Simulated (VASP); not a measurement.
Cd4Se3:

```
Cd Se
1.0
     5.26964    0.00000    0.00000
     0.00000    5.26964    0.00000
     0.00000    0.00000    5.26964
Cd Se
4 3
Direct
  0.50000 0.50000 0.50000
  0.50000 0.00000 0.00000
  0.00000 0.50000 0.00000
  0.00000 0.00000 0.50000
  0.50000 0.50000 0.00000
  0.00000 0.50000 0.50000
  0.50000 0.00000 0.50000
```

The cell was generated, and may not be a known phase.

| Item | Value |
| --- | --- |
| Program | VASP 6.6.1 |
| Task | relaxation of cell and atoms |
| Functional | PBE |
| Potentials or basis | VASP PAW PBE potentials, release 64 (Cd, Se) |
| Cutoff | 600 eV |
| k mesh | 3 × 3 × 3 |
| Occupations | gaussian, width 0.2 eV |
| Spin | no spin polarisation |

At the start: pressure 19.6 GPa; volume 20.90 Å³/atom.

**Question.** How do energy, volume and symmetry change on relaxing?

**Answer.** Over 3 steps the energy falls by 265.5 meV/atom and the volume is 26.34 Å³/atom (+26.0 %); space group Pm-3m (No. 221, to 0.1 Å) before and after.

The path:
```tsv
step	energy change (eV)	largest force (eV/Å)	pressure (GPa)	volume (Å³)
1	0.0000	0.0000	19.62	146.33
2	-1.5698	0.0000	-3.55	207.53
3	-1.8586	0.0000	0.07	184.39
```

Final structure:
```
Cd Se
1.0
     5.69174    0.00000    0.00000
     0.00000    5.69174    0.00000
     0.00000    0.00000    5.69174
Cd Se
4 3
Direct
  0.50000 0.50000 0.50000
  0.50000 0.00000 0.00000
  0.00000 0.50000 0.00000
  0.00000 0.00000 0.50000
  0.50000 0.50000 0.00000
  0.00000 0.50000 0.50000
  0.50000 0.00000 0.50000
```

Caveat: the k points lie up to 0.37 Å⁻¹ apart in the final cell, too coarse for converged energies and pressures of a metal; the volume moved by over 15 % at a fixed basis, so the end points are rough.
